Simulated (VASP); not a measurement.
Cu, 2 atoms in the cell. The structure is hexagonal, space group P6_3/mmc (No. 194). The conventional cell has a = 2.486 Å, b = 2.486 Å, c = 4.073 Å, α = 90.00°, β = 90.00°, γ = 120.00°. Within 3.3 Å of Cu (site symmetry -6m2) lie 12 Cu at 2.49 Å. 

```yaml
Program: VASP 6.6.1
Task: single point
Functional: LDA
Potentials_or_basis: VASP PAW LDA potentials, release 64 (Cu)
Cutoff: 520 eV
k_mesh: 14 × 14 × 8
Occupations: fermi-dirac, width 0.1 eV
Spin: no spin polarisation
Dipole_correction: no
Further_INCAR_settings: ALGO = Normal; EDIFF = 1e-06; NBANDS = 18
```

Potentials or basis: VASP PAW LDA potentials, release 64 (Cu).

Run with:

```sh
$ cat potpaw_LDA.64/Cu/POTCAR > POTCAR
$ mpirun -np 1 vasp_std > vasp.out
```

Hardware: 1 thread of Intel(R) Xeon(R) Platinum 8559C (Emerald Rapids) (shared host).

Question: Estimate the wall time of this run.

Answer: Run time: 16 s on 1 thread of Intel(R) Xeon(R) Platinum 8559C (Emerald Rapids), on a shared host, peak memory 0.14 GiB. Counts: scf iterations 11, k points 120.
